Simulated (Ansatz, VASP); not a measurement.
ZnGe2 in VASP and in Ansatz

File INCAR:

```
SYSTEM = ZnGe2
PREC = Accurate
ENCUT = 520
EDIFF = 1E-6
ISMEAR = 0
SIGMA = 0.1
LREAL = .FALSE.
LASPH = .TRUE.
NELM = 80
ALGO = Normal
ISIF = 2
LWAVE = .FALSE.
LCHARG = .FALSE.
GGA = PE
NBANDS = 49
```

The input KPOINTS:

```
regular mesh
0
G
  4 4 6
  0 0 0
```

File POSCAR:

```
ZnGe2
1.0
    5.4689907499      0.0000000000      0.0000000000
    0.0000000000      5.4689907499      0.0000000000
    0.0000000000      0.0000000000      3.5225824181
Zn Ge
2 4
Direct
    0.0000000000      0.0000000000      0.0000000000
    0.5000000000      0.5000000000      0.5000000000
    0.3060000000      0.3060000000      0.0000000000
    0.1940000000      0.8060000000      0.5000000000
    0.6940000000      0.6940000000      0.0000000000
    0.8060000000      0.1940000000      0.5000000000
```

Input for Ansatz:

```yaml
crystal:
  lattice:
    - [5.4689907499, 0.0, 0.0]
    - [0.0, 5.4689907499, 0.0]
    - [0.0, 0.0, 3.5225824181]
  atoms:
    - { symbol: Zn, position: [0.0, 0.0, 0.0] }
    - { symbol: Zn, position: [0.5, 0.5, 0.5] }
    - { symbol: Ge, position: [0.306, 0.306, 0.0] }
    - { symbol: Ge, position: [0.194, 0.806, 0.5] }
    - { symbol: Ge, position: [0.694, 0.694, 0.0] }
    - { symbol: Ge, position: [0.806, 0.194, 0.5] }
basis:
  ecutwfc: 420
kpoints:
  mp_grid: { grid: [4, 4, 6] }
hamiltonian:
  xc: pbe
scf:
  occupations: { method: gaussian, width: 0.1 }
  lower_state_search: "off"
output:
  forces: true
  stress: true
  eigenvalues: true
```

Alike in both runs: task single point; functional PBE; k mesh 4 × 4 × 6; occupations gaussian, width 0.1 eV; no spin polarisation.

|  | VASP | Ansatz |
| --- | --- | --- |
| version | VASP 6.6.1 | Ansatz 0.2.0 |
| potentials or method | VASP PAW PBE potentials, release 64 (Zn, Ge_d), cutoff 520 eV | scalar-relativistic, plane waves, PAW |
| valence electrons in the cell | 80 | 80 |

Ansatz gave:

```
gap on the k mesh at the Fermi level (eV)                     : none
pressure (GPa)                                                : 21.4
traceless stress, the component that is largest in VASP (GPa) : 10.21
rms of the force components (eV/Å)                            : 0.607
```

Task: Which values does VASP return?

Result: gap on the k mesh at the Fermi level (eV): none; pressure (GPa): 21.8; traceless stress, the component that is largest in VASP (GPa): 10.21; rms of the force components (eV/Å): 0.613.

Atom by atom the forces differ by 0.006 eV/Å (rms over components). A gap of «none» marks a metal or a gap that the smearing closes. With one functional, cell and mesh, what is left measures potentials, basis and numerics.
